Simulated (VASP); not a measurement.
# RuBrCl3 (Pm-3m) in VASP: notebook, part 2 of 2

VASP 6.6.1.

## 4. Single point, PBE, collinear spin, ferrimagnetic start

Input file INCAR:

```
SYSTEM = RuBrCl3
PREC = Accurate
ENCUT = 520
EDIFF = 1E-6
ISMEAR = 0
SIGMA = 0.1
LREAL = .FALSE.
LASPH = .TRUE.
NELM = 150
ALGO = Normal
ISIF = 2
LWAVE = .FALSE.
LCHARG = .TRUE.
ISPIN = 2
MAGMOM = 1.09 -0.28 0 0 0
LORBIT = 11
LMAXMIX = 4
GGA = PE
LELF = .TRUE.
LVHAR = .TRUE.
NBANDS = 33
```

Input file KPOINTS:

```
regular mesh
0
G
  8 8 8
  0 0 0
```

Input file POSCAR:

```
RuBrCl3
1.0
    4.7856886236      0.0000000000      0.0000000000
    0.0000000000      4.7856886236      0.0000000000
    0.0000000000      0.0000000000      4.7856886236
Ru Br Cl
1 1 3
Direct
    0.5000000000      0.5000000000      0.5000000000
    0.0000000000      0.0000000000      0.0000000000
    0.0000000000      0.5000000000      0.5000000000
    0.5000000000      0.0000000000      0.5000000000
    0.5000000000      0.5000000000      0.0000000000
```

Potentials or basis: VASP PAW PBE potentials, release 64 (Ru_pv, Br, Cl).

Command:

```
$ cat potpaw_PBE.64/Ru_pv/POTCAR potpaw_PBE.64/Br/POTCAR potpaw_PBE.64/Cl/POTCAR > POTCAR
$ mpirun -np 1 vasp_std > vasp.out
```

OUTCAR:

```text
SYSTEM = RuBrCl3
   PREC = Accurate
   ENCUT = 520
   EDIFF = 1E-6
   ISMEAR = 0
   LREAL = .FALSE.
   LASPH = .TRUE.
   NELM = 150
   ISIF = 2
   ISPIN = 2
   LORBIT = 11
   GGA = PE

 ion  position               nearest neighbor table
   1  0.500  0.500  0.500-   3 2.39   4 2.39   5 2.39   5 2.39   4 2.39   3 2.39
   2  0.000  0.000  0.000-
   3  0.000  0.500  0.500-   1 2.39   1 2.39
   4  0.500  0.000  0.500-   1 2.39   1 2.39
   5  0.500  0.500  0.000-   1 2.39   1 2.39

  LATTYP: Found a simple cubic cell.
 ALAT       =     4.7856886236

  Lattice vectors:

 A1 = (   4.7856886236,   0.0000000000,   0.0000000000)
 A2 = (   0.0000000000,   4.7856886236,   0.0000000000)
 A3 = (   0.0000000000,   0.0000000000,   4.7856886236)

Analysis of symmetry for initial positions (statically):
=====================================================================
 Subroutine PRICEL returns:
 Original cell was already a primitive cell.

 Routine SETGRP: Setting up the symmetry group for a
 simple cubic supercell.

 Subroutine GETGRP returns: Found 48 space group operations
 (whereof 48 operations were pure point group operations)
 out of a pool of 48 trial point group operations.

The static configuration has the point symmetry O_h .

Analysis of symmetry for dynamics (positions and initial velocities):
=====================================================================
 Subroutine PRICEL returns:
 Original cell was already a primitive cell.

 Routine SETGRP: Setting up the symmetry group for a
 simple cubic supercell.

 Subroutine GETGRP returns: Found 48 space group operations
 (whereof 48 operations were pure point group operations)
 out of a pool of 48 trial point group operations.

The dynamic configuration has the point symmetry O_h .

Analysis of structural, dynamic, and magnetic symmetry:
=====================================================================
 Subroutine PRICEL returns:
 Original cell was already a primitive cell.

[... 158 lines left out ...]
  free energy    TOTEN  =       -16.03016008 eV

  energy without entropy =      -15.99214873  energy(sigma->0) =      -16.01115440

 E-fermi :   3.0806     XC(G=0):  -9.6635

 val. band max:        3.0793215266   @ k =   0.3750   0.2500   0.0000
 cond. band min:       3.0823942231   @ k =   0.2500   0.1250   0.1250
 fundamental gap:      0.0030726965
 Fermi energy:         3.0805544609

 spin component 1

 k-point     1 :       0.0000    0.0000    0.0000
  band No.  band energies     occupation
      1     -40.2959      1.00000
      2     -40.2959      1.00000
      3     -40.2959      1.00000
      4     -12.9556      1.00000
      5     -12.0287      1.00000
      6     -12.0287      1.00000
[... 853 lines left out ...]
     32      13.3953      0.00000
     33      14.0451      0.00000

 [... further k-points ...]

 spin component 2

 k-point     1 :       0.0000    0.0000    0.0000
  band No.  band energies     occupation
      1     -39.4412      1.00000
      2     -39.4412      1.00000
      3     -39.4412      1.00000
      4     -12.8646      1.00000
      5     -11.9188      1.00000
      6     -11.9188      1.00000
[... 853 lines left out ...]
     32      14.0398      0.00000
     33      14.1130      0.00000

 [... further k-points ...]
[... 5 lines left out ...]
  --------------------------------------------------------------------------------------
  -------------------------------------------------------------------------------------
  Total       -0.0254028     -0.0254028     -0.0254028     -0.0000000      0.0000000     -0.0000000
  in kB       -0.3713291     -0.3713291     -0.3713291     -0.0000000      0.0000000     -0.0000000
  external PRESSURE =      -0.3713291 kB  Pullay stress =       0.0000000 kB

 VOLUME and BASIS-vectors are now :
 -----------------------------------------------------------------------------
  energy-cutoff  :      520.00
  volume of cell :      109.61
      direct lattice vectors                 reciprocal lattice vectors
     4.785688624  0.000000000  0.000000000     0.208956344  0.000000000  0.000000000
     0.000000000  4.785688624  0.000000000     0.000000000  0.208956344  0.000000000
     0.000000000  0.000000000  4.785688624     0.000000000  0.000000000  0.208956344

 POSITION                                       TOTAL-FORCE (eV/Angst)
 -----------------------------------------------------------------------------------
      2.39284      2.39284      2.39284         0.000000      0.000000      0.000000
      0.00000      0.00000      0.00000         0.000000      0.000000      0.000000
      0.00000      2.39284      2.39284         0.000000      0.000000      0.000000
      2.39284      0.00000      2.39284         0.000000      0.000000      0.000000
      2.39284      2.39284      0.00000         0.000000      0.000000      0.000000
 -----------------------------------------------------------------------------------
    total drift:                                0.000000      0.000000      0.000000

  FREE ENERGIE OF THE ION-ELECTRON SYSTEM (eV)
  ---------------------------------------------------
  free  energy   TOTEN  =       -16.0301600782 eV

  energy  without entropy=      -15.9921487310  energy(sigma->0) =      -16.01115440

 total charge

# of ion       s       p       d       tot
------------------------------------------
    1        0.242   6.183   5.898  12.323
    2        1.632   3.096   0.007   4.735
    3        1.606   3.444   0.000   5.050
    4        1.606   3.444   0.000   5.050
    5        1.606   3.444   0.000   5.050
--------------------------------------------------
tot          6.693  19.611   5.905  32.208

 magnetization (x)

# of ion       s       p       d       tot
------------------------------------------
    1        0.010   0.008   1.091   1.109
    2       -0.003  -0.103   0.000  -0.106
    3        0.005   0.069   0.000   0.074
    4        0.005   0.069   0.000   0.074
    5        0.005   0.069   0.000   0.074
--------------------------------------------------
tot          0.022   0.111   1.091   1.224
```

OSZICAR:

```text
N       E                     dE             d eps       ncg     rms          rms(c)
DAV:   1     0.309637531532E+03    0.30964E+03   -0.21156E+04  4900   0.115E+03
DAV:   2     0.355574735724E+00   -0.30928E+03   -0.29799E+03  5645   0.279E+02
DAV:   3    -0.187133529420E+02   -0.19069E+02   -0.18876E+02  5714   0.680E+01
[... 11 lines left out ...]
DAV:  15    -0.160300840005E+02   -0.35850E-04   -0.44673E-04  5717   0.499E-02    0.225E-02
DAV:  16    -0.160301333898E+02   -0.49389E-04   -0.44174E-04  5690   0.471E-02    0.151E-02
DAV:  17    -0.160301518468E+02   -0.18457E-04   -0.16442E-04  5877   0.287E-02    0.102E-02
DAV:  18    -0.160301574467E+02   -0.55999E-05   -0.60032E-05  5625   0.159E-02    0.624E-03
DAV:  19    -0.160301597960E+02   -0.23493E-05   -0.48660E-05  5371   0.146E-02    0.357E-03
DAV:  20    -0.160301600782E+02   -0.28218E-06   -0.19666E-06  4348   0.536E-03
   1 F= -.16030160E+02 E0= -.16011154E+02  d E =-.380113E-01  mag=     1.3066
```

stdout:

```text
POSCAR found type information on POSCAR RuBrCl
 POSCAR found :  3 types and       5 ions
 scaLAPACK will be used
 LDA part: xc-table for (Slater+PW92), standard interpolation
 POSCAR, INCAR and KPOINTS ok, starting setup
 FFT: planning ... GRIDC
 FFT: planning ... GRID_SOFT
 FFT: planning ... GRID
 WAVECAR not read
 entering main loop
```

Run time: 2.5 min. Hardware: 1 thread of Intel Xeon 6975P-C (Granite Rapids), shared host; peak memory 0.36 GiB.

What came out:

```
Free energy                                           : -16.0302 eV
Pressure                                              : 0.0 GPa
Net moment                                            : 1.31 μB per cell
Site moments                                          : Ru +1.11; Br -0.11; Cl +0.07 μB
Valence electrons inside the program's atomic spheres : Ru 12.32; Br 4.74; Cl 5.05
```

## 5. Summary

```tsv
spin	cell	k mesh	gap on the mesh (eV)	pressure (GPa)	moment (μB)
collinear, ferromagnetic start	a = 4.783 Å, 5 atoms	4 × 4 × 4	none	-0.1	1.12
collinear, ferromagnetic start	a = 5.203 Å, 5 atoms	4 × 4 × 4	none	-7.5	2.24
collinear, ferrimagnetic start	a = 4.786 Å, 5 atoms	8 × 8 × 8	none	0.0	1.31
```

Alike in all rows: task single point; level PBE; potentials or basis VASP PAW PBE potentials, release 64 (Ru_pv, Br, Cl); cutoff (eV) 520; smearing gaussian 0.1 eV.

Caveats: the cell stands under tension (at least some runs).

Absolute energies hang on the potentials; compare differences alone.
